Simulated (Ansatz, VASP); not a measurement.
**One calculation of Rh, two programs**

INCAR

```
SYSTEM = Rh
PREC = Accurate ; ENCUT = 520
EDIFF = 1E-6 ; ISMEAR = -1
SIGMA = 0.1 ; LREAL = .False.
LASPH = .True. ; NELM = 60
ALGO = Normal ; ISIF = 2
LWAVE = .False. ; LCHARG = .True.
GGA = RP ; LELF = .True.
LVHAR = .True. ; NBANDS = 22
```

The input KPOINTS:

```
regular mesh
0
Gamma
  14 14 13
  0 0 0
```

Contents of POSCAR:

```
Rh
1.0
   -2.7971929413      3.2185168283      1.3730173056
    3.2185168283     -2.7971929413      1.3730173056
    1.9588529342      1.9588529342     -0.6013618350
Rh
2
Direct
    0.0102247971      0.9897752029      0.0000000000
    0.7397752029      0.2602247971      0.5000000000
```

Input for Ansatz:

```yaml
crystal:
  lattice:
    - [-2.7971929413, 3.2185168283, 1.3730173056]
    - [3.2185168283, -2.7971929413, 1.3730173056]
    - [1.9588529342, 1.9588529342, -0.601361835]
  atoms:
    - { symbol: Rh, position: [0.0102247971, 0.9897752029, 0.0] }
    - { symbol: Rh, position: [0.7397752029, 0.2602247971, 0.5] }
hamiltonian:
  xc: rpbe
  pseudopotentials:
    kind: paw
    azcp:
      Rh: "pseudopotentials/Rh.paw.azcp"
basis:
  ecutwfc: 420
  fft_grid_basis: typed
kpoints:
  mp_grid: { grid: [14, 14, 13], shift: [0, 0, 0] }
magnetization:
  spin_polarized: false
scf:
  occupations: { method: fermi_dirac, width: 0.1 }
  lower_state_search: "off"
output:
  stress: true
  write_density: true
  write_potential: true
  elf: true
  volumetric_format: npy
```

Alike in both runs: task single point; functional RPBE; k mesh 14 × 14 × 13; occupations fermi-dirac, width 0.1 eV; no spin polarisation.

```csv
,VASP,Ansatz
version,VASP 6.6.1,Ansatz 0.2.0
potentials or method,"VASP PAW PBE potentials, release 64 (Rh_pv), cutoff 520 eV","plane waves (420 eV) with PAW, scalar-relativistic"
valence electrons in the cell,30,34
```

VASP gave:

- pressure (GPa): -17.8
- traceless stress, the component that is largest in VASP (GPa): 1.83

Question: Estimate Ansatz's values.

Answer: Pressure (GPa): -17.9; traceless stress, the component that is largest in VASP (GPa): 1.87.

VASP's potentials were made for PBE, not for RPBE. The functional is the same, so the differences come from potentials, cutoffs and numerics. VASP's potentials hold 30 valence electrons a cell and Ansatz's 34, so a difference there can come from the potentials and not from the codes.
